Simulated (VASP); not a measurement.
The system is CO2.

```
C O
1.0
    -1.95481    1.95481    2.96733
     1.95481   -1.95481    2.96733
     1.95481    1.95481   -2.96733
C O
2 4
Direct
  0.00000 0.00000 0.00000
  0.75000 0.25000 0.50000
  0.37500 0.29235 0.41735
  0.70765 0.12500 0.08265
  0.87500 0.95765 0.58265
  0.04235 0.62500 0.91735
```

Base run:

```yaml
Program: VASP 6.6.1
Functional: r2SCAN
Potentials_or_basis: VASP PAW PBE potentials, release 64 (C, O)
Cutoff: 520 eV
k_mesh: 8 × 8 × 8
Occupations: gaussian, width 0.01 eV
Spin: no spin polarisation
```

Its results: band gap on the k mesh 8.48 eV, indirect (least direct gap 8.88 eV); pressure 2.2 GPa; largest force 0.129 eV/Å.

Problem. The run is repeated on the same cell with these changes: functional from r2SCAN to PBE. What comes out?

Solution. Band gap on the k mesh 7.74 eV, indirect (least direct gap 8.17 eV); pressure 9.2 GPa; largest force 0.341 eV/Å.

r2SCAN gives the wider gap, since meta-GGAs in the generalised Kohn-Sham scheme recover part of the derivative discontinuity.

Caveats: the PAW data sets were made with another functional, which shifts forces and pressure a little (some runs).

A k mesh can miss the band edges.
